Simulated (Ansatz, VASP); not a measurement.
Two plane-wave programs on Ga2P

```
Ga P
1.0
     0.00000    3.15507    3.15507
     3.15507    0.00000    3.15507
     3.15507    3.15507    0.00000
Ga P
2 1
Cartesian
  3.1551 3.1551 3.1551
  4.7326 4.7326 4.7326
  0.0000 0.0000 0.0000
```

Alike in both runs: task relaxation of cell and atoms; functional PBE; k mesh 6 × 6 × 6; occupations gaussian, width 0.1 eV; no spin polarisation.

|  | VASP | Ansatz |
| --- | --- | --- |
| version | VASP 6.6.1 | Ansatz 0.2.0 |
| potentials or method | VASP PAW PBE potentials, release 64 (Ga_d, P), cutoff 600 eV | scalar-relativistic, plane waves, PAW |
| valence electrons in the cell | 31 | 31 |

```tsv
	VASP	Ansatz	Ansatz less VASP
gap on the k mesh at the Fermi level, each at its own relaxed structure (eV)	none	none	-
relaxed volume (Å³/atom)	20.66	20.61	-0.048
relaxed cell length with the largest relative difference (Å)	4.442	4.438	-0.0035
```

A gap of «none» marks a metal or a gap that the smearing closes.
